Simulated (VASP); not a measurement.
A run of VASP 6.6.1:

INCAR

```
PREC = Accurate
ENCUT = 520
EDIFF = 1E-7
ISMEAR = -1
SIGMA = 0.05
LREAL = F
LASPH = T
NELM = 80
ALGO = Normal
ISIF = 2
LWAVE = F
LCHARG = F
GGA = PE
NBANDS = 17
```

KPOINTS

```
Automatic mesh
0
Gamma
  11 11 11
```

Contents of POSCAR:

```
Ba
1.0
   -3.5128152902      3.5128152902      1.9164619277
    3.5128152902     -3.5128152902      1.9164619277
    3.5128152902      3.5128152902     -1.9164619277
Ba
2
Direct
   -0.3750000000     -0.1250000000     -0.2500000000
    0.3750000000      0.1250000000      0.2500000000
```

Potentials or basis: VASP PAW PBE potentials, release 64 (Ba_sv).

Run with:

```console
$ cat potpaw_PBE.64/Ba_sv/POTCAR > POTCAR
$ mpirun -np 1 vasp_std > vasp.out
```

Hardware: 1 thread of AMD EPYC 9R45 96-Core Processor (Zen 5) (shared host).

Q: How long does it take, and how much memory?

A: Run time: 120 s on 1 thread of AMD EPYC 9R45 96-Core Processor (Zen 5) (shared host), peak memory 0.31 GiB. Counts: scf iterations 13, k points 126.
